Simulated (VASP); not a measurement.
# Si32Ni (a cell with a defect) in VASP: single point with PBE

Aim: the single point of Si32Ni (a cell with a defect) with PBE.

All numbers are computed with VASP 6.6.1; they aren't measurements. Logs are shortened: lines on timing, memory, paths and dates and some standing lists are left out, and cuts for length are marked.

## 1. The cell of the first run

The cell holds a defect, 33 atoms: a = 9.474 Å, b = 9.474 Å, c = 9.474 Å, α = 109.47°, β = 109.47°, γ = 109.47°.

## 2. Single point, PBE

File INCAR:

```
SYSTEM = Si32Ni
PREC = Accurate ; ENCUT = 520
EDIFF = 1E-6 ; ISMEAR = 0
SIGMA = 0.02 ; LREAL = Auto
LASPH = .True. ; NELM = 80
ALGO = Normal ; ISIF = 2
LWAVE = .False. ; LCHARG = .False.
GGA = PE ; NBANDS = 91
```

File KPOINTS:

```
Automatic mesh
0
Gamma
  2 2 2
  0.5 0.5 0.5
```

File POSCAR:

```
Si32Ni
1.0
   -5.4700937627     -5.4700937627      5.4700937627
    5.4700937627     -5.4700937627     -5.4700937627
    5.4700937627      5.4700937627      5.4700937627
Si Ni
32 1
Direct
    0.2499683843      0.7493215250      0.7494029678
   -0.0000044789      0.7505958176      0.0000078609
    0.4994167593      0.4993454625      0.7500284598
    0.2512278691      0.5022845346      0.0000066726
   -0.0000050273      0.5022845346      0.2512401176
    0.7493913592      0.7493216164      0.2499802671
    0.4981352456      0.7480252949      0.4981474026
   -0.0000058500     -0.0047475420      0.7441833132
    0.7487589204      0.2510482561      0.7487705289
    0.5018560228      0.2498862102      0.0000088664
    0.2558140794      0.2510744897      0.2558272419
   -0.0000032906      0.2498860274      0.5018685454
    0.7500165770      0.4993455539      0.4994285507
    0.7441722531     -0.0047462623      0.0000074039
    0.5005714013     -0.0000752272      0.2506057591
    0.2505936021     -0.0000753186      0.5005829185
    0.2499714921      0.7506545003      0.5005831927
   -0.0000067641      0.7477154282      0.7487720828
    0.5018526408      0.5019747593      0.5018647064
    0.2505970756      0.5006785293      0.7500315676
   -0.0000078609      0.4994041453      0.0000044789
    0.7487598344      0.7477154282      0.0000049359
    0.5005714013      0.7506545003      0.2499834663
   -0.0000088664      0.0001138920      0.4981440206
    0.7493941928      0.2500752381      0.4994286421
    0.4994171249      0.2500753295      0.7494063498
    0.2558167302      0.2547474615      0.0000058500
   -0.0000073125      0.2547462732      0.2558277903
    0.7500196848      0.5006783464      0.2506085927
    0.7441728015     -0.0010744788      0.7441858726
    0.4981314066      0.0001139834      0.0000032906
    0.2512295145     -0.0010481539      0.2512411230
   -0.0000031078      0.1250000511      0.0000031078
```

Potentials or basis: VASP PAW PBE potentials, release 64 (Si, Ni).

Started as:

```bash
$ cat potpaw_PBE.64/Si/POTCAR potpaw_PBE.64/Ni/POTCAR > POTCAR
$ mpirun -np 1 vasp_std > vasp.out
```

OUTCAR:

```text
SYSTEM = Si32Ni
   PREC = Accurate
   ENCUT = 520
   EDIFF = 1E-6
   ISMEAR = 0
   LREAL = Auto
   LASPH = .True.
   NELM = 80
   ISIF = 2
   GGA = PE

 ion  position               nearest neighbor table
   1  0.250  0.749  0.749-  20 2.36  18 2.36  17 2.36  31 2.37
   2  1.000  0.751  0.000-  32 2.37  22 2.37  18 2.37  21 2.38
   3  0.499  0.499  0.750-  26 2.36  22 2.36  20 2.36  19 2.37
   4  0.251  0.502  0.000-  27 2.36  20 2.36  23 2.36  21 2.37
   5  1.000  0.502  0.251-  28 2.36  29 2.36  17 2.36  21 2.37
   6  0.749  0.749  0.250-  29 2.36  22 2.36  23 2.36  24 2.37
   7  0.498  0.748  0.498-  30 2.35  19 2.35  17 2.37  23 2.37
   8  1.000  0.995  0.744-  33 2.32  24 2.35  18 2.36  30 2.44  27 2.44
   9  0.749  0.251  0.749-  30 2.36  25 2.36  26 2.36  21 2.37
  10  0.502  0.250  0.000-  27 2.35  31 2.35  29 2.37  26 2.37
  11  0.256  0.251  0.256-  33 2.32  19 2.35  32 2.36  28 2.44  27 2.44
  12  1.000  0.250  0.502-  28 2.35  24 2.35  20 2.37  25 2.37
  13  0.750  0.499  0.499-  25 2.36  18 2.36  29 2.36  19 2.37
  14  0.744  0.995  0.000-  33 2.32  31 2.35  22 2.36  28 2.44  30 2.44
  15  0.501  1.000  0.251-  23 2.36  32 2.36  25 2.36  31 2.37
  16  0.251  1.000  0.501-  17 2.36  32 2.36  26 2.36  24 2.37
  17  0.250  0.751  0.501-  16 2.36   5 2.36   1 2.36   7 2.37
  18  1.000  0.748  0.749-   8 2.36   1 2.36  13 2.36   2 2.37
  19  0.502  0.502  0.502-  11 2.35   7 2.35   3 2.37  13 2.37
  20  0.251  0.501  0.750-   1 2.36   4 2.36   3 2.36  12 2.37
  21  1.000  0.499  0.000-   9 2.37   5 2.37   4 2.37   2 2.38
  22  0.749  0.748  0.000-  14 2.36   6 2.36   3 2.36   2 2.37
  23  0.501  0.751  0.250-  15 2.36   4 2.36   6 2.36   7 2.37
  24  1.000  0.000  0.498-   8 2.35  12 2.35   6 2.37  16 2.37
  25  0.749  0.250  0.499-  13 2.36   9 2.36  15 2.36  12 2.37
  26  0.499  0.250  0.749-   3 2.36   9 2.36  16 2.36  10 2.37
  27  0.256  0.255  0.000-  33 2.32  10 2.35   4 2.36  11 2.44   8 2.44
  28  1.000  0.255  0.256-  33 2.32  12 2.35   5 2.36  14 2.44  11 2.44
  29  0.750  0.501  0.251-   6 2.36   5 2.36  13 2.36  10 2.37
  30  0.744  0.999  0.744-  33 2.32   7 2.35   9 2.36  14 2.44   8 2.44
  31  0.498  0.000  0.000-  14 2.35  10 2.35   1 2.37  15 2.37
  32  0.251  0.999  0.251-  11 2.36  15 2.36  16 2.36   2 2.37
  33  1.000  0.125  0.000-   8 2.32  27 2.32  30 2.32  11 2.32  28 2.32  14 2.32

  LATTYP: Found a body centered cubic cell.
 ALAT       =    10.9401875254

  Lattice vectors:

 A1 = (  -5.4700937627,  -5.4700937627,   5.4700937627)
 A2 = (   5.4700937627,  -5.4700937627,  -5.4700937627)
 A3 = (   5.4700937627,   5.4700937627,   5.4700937627)

Analysis of symmetry for initial positions (statically):
=====================================================================
 Subroutine PRICEL returns:
 Original cell was already a primitive cell.

[... 173 lines left out ...]
   PSTRESS=    0.0 pullay stress
   NELECT =     138.0000    total number of electrons
   NUPDOWN=      -1.0000    fix difference up-down
   EMIN   =  10.00;   EMAX   =-10.00  energy-range for DOS
   EFERMI =   0.00;   METHOD = LEGACY
   ISMEAR =     0;   SIGMA  =   0.02  broadening in eV -4-tet -1-fermi 0-gaus
   EFERMI_NEDOS =   21; number of points for ismear=-14 and -15
   IALGO  =     38    algorithm
   IMIX   =      4    mixing-type and parameters
     AMIX     =   0.40;   BMIX     =  1.00
     AMIX_MAG =   1.60;   BMIX_MAG =  1.00
  volume/ion in A,a.u.               =      19.84       133.88
  Fermi-wavevector in a.u.,A,eV,Ry     =   0.974286  1.841133 12.915100  0.949233
  Thomas-Fermi vector in A             =   2.104733
   LORBIT       =      0    0 simple, 1 ext, 2 COOP (PROOUT), +10 PAW based schemes
   GGA     = PE    functional components
   LHFCALC =     F    Hartree Fock is set to
   AEXX    =    0.0000 exact exchange contribution
   IVDW    =     0    specifies the selected vdW correction
   LEPSILON=     F    determine dielectric tensor
   LRPA    =     F    only Hartree local field effects (RPA)
 non-spin polarized calculation
 Gauss-broadening in eV      SIGMA  =   0.02
  energy-cutoff  :      520.00
  volume of cell :      654.70
 maximum number of plane-waves:     17628
 NGX is ok and might be reduce to    70
   NGX = 35   NGY = 35   NGZ = 35

 number of electron     138.0000006 magnetization

 Free energy of the ion-electron system (eV)
  ---------------------------------------------------
  ext. energy  EPLUGINS =         0.00000000
  ---------------------------------------------------
  free energy    TOTEN  =      -178.39274419 eV

  energy without entropy =     -178.39274419  energy(sigma->0) =     -178.39274419

 E-fermi :   5.7294     XC(G=0):  -9.4550

 val. band max:        5.6161308954   @ k =   0.2500   0.2500   0.2500
 cond. band min:       6.4056540450   @ k =   0.2500  -0.2500   0.2500
 fundamental gap:      0.7895231496
 Fermi energy:         5.7293705660

 k-point     1 :       0.2500    0.2500    0.2500
  band No.  band energies     occupation
      1      -5.4305      2.00000
      2      -5.2678      2.00000
      3      -5.2678      2.00000
      4      -5.2376      2.00000
      5      -3.5941      2.00000
      6      -3.4592      2.00000
[... 241 lines left out ...]
     80       8.1620      0.00000
     81       8.2261      0.00000
 [bands above 81 left out]

------------------------ aborting loop because EDIFF is reached ----------------------------------------

  FORCE on cell =-STRESS in cart. coord.  units (eV):
  Direction    XX          YY          ZZ          XY          YZ          ZX
  --------------------------------------------------------------------------------------
  -------------------------------------------------------------------------------------
  Total        3.0864750      3.0864750      3.0871702     -0.5538005      0.5538935     -0.5538935
  in kB        7.5531662      7.5531662      7.5548676     -1.3552507      1.3554783     -1.3554782
  external PRESSURE =       7.5537333 kB  Pullay stress =       0.0000000 kB

 VOLUME and BASIS-vectors are now :
 -----------------------------------------------------------------------------
  energy-cutoff  :      520.00
  volume of cell :      654.70
      direct lattice vectors                 reciprocal lattice vectors
    -5.470093763 -5.470093763  5.470093763     0.000000000 -0.091406111  0.091406111
     5.470093763 -5.470093763 -5.470093763     0.091406111 -0.091406111  0.000000000
     5.470093763  5.470093763  5.470093763     0.091406111  0.000000000  0.091406111

 POSITION                                       TOTAL-FORCE (eV/Angst)
 -----------------------------------------------------------------------------------
      6.83081     -1.36691      1.36780         0.000951     -0.000456      0.000747
     -1.36420     -9.57586      1.36428         0.000745     -0.000745     -0.000854
      4.10234     -1.36060      4.10312        -0.000735     -0.000979     -0.000372
      1.37334     -4.12175     -1.37327         0.000598      0.001236     -0.000560
     -1.34822     -6.84330      4.09683        -0.001236     -0.000598     -0.000560
      1.36703     -6.83069      1.36780         0.000456     -0.000951      0.000747
[... 25 lines left out ...]
      5.46442     -5.46430     -2.71580        -0.000658      0.000658     -0.001180
     -4.78630     -6.15382      4.78633         0.000000     -0.000000     -0.000000
 -----------------------------------------------------------------------------------
    total drift:                               -0.046122     -0.046981     -0.000400

  FREE ENERGIE OF THE ION-ELECTRON SYSTEM (eV)
  ---------------------------------------------------
  free  energy   TOTEN  =      -178.3927441876 eV

  energy  without entropy=     -178.3927441876  energy(sigma->0) =     -178.39274419
```

stdout:

```text
POSCAR found type information on POSCAR SiNi
 POSCAR found :  2 types and      33 ions
 scaLAPACK will be used
 LDA part: xc-table for (Slater+PW92), standard interpolation
 POSCAR, INCAR and KPOINTS ok, starting setup
 FFT: planning ... GRIDC
 FFT: planning ... GRID_SOFT
 FFT: planning ... GRID
 WAVECAR not read
 entering main loop
```

It took 9.4 min on 1 thread of AMD EPYC 7R43 (Zen 3), shared host; peak memory 0.66 GiB.

What came out:

- Free energy: -178.3927 eV
- Pressure: 0.8 GPa
- Largest force: 0.010 eV/Å
- Band gap on the k mesh: 0.79 eV

Forces in eV/Å, atoms in the order of the input:
```
Si   0.001  0.000  0.001
Si   0.001 -0.001 -0.001
Si  -0.001 -0.001  0.000
Si   0.001  0.001 -0.001
Si  -0.001 -0.001 -0.001
Si   0.000 -0.001  0.001
Si   0.001 -0.001  0.003
Si  -0.009 -0.003 -0.003
Si   0.001 -0.001  0.001
Si   0.001  0.003 -0.001
Si   0.003 -0.003  0.009
Si  -0.003 -0.001 -0.001
Si   0.001  0.001  0.000
Si   0.003  0.009 -0.003
Si  -0.001  0.000 -0.001
Si   0.000  0.001 -0.001
Si  -0.001 -0.001  0.000
Si   0.001  0.001  0.001
Si  -0.001  0.001 -0.003
Si   0.000  0.001 -0.001
Si  -0.001  0.001  0.001
Si  -0.001 -0.001  0.001
Si   0.001  0.001  0.000
Si   0.003  0.001  0.001
Si   0.000 -0.001  0.001
Si   0.001  0.000  0.001
Si  -0.003 -0.009  0.003
Si   0.009  0.003  0.003
Si  -0.001  0.000 -0.001
Si  -0.003  0.003 -0.009
Si  -0.001 -0.003  0.001
Si  -0.001  0.001 -0.001
Ni   0.000  0.000  0.000
```

Levels at points of the mesh, in eV from the valence-band top:
```
           k point  band 66  band 67  band 68  band 69  band 70  band 71  band 72  band 73
(0.25, 0.25, 0.25)    -0.55    -0.33     0.00     0.00     1.35     1.42     1.65     1.65
```

Spin polarisation is off, so any magnetic state and its effect on volume and gap are missing.
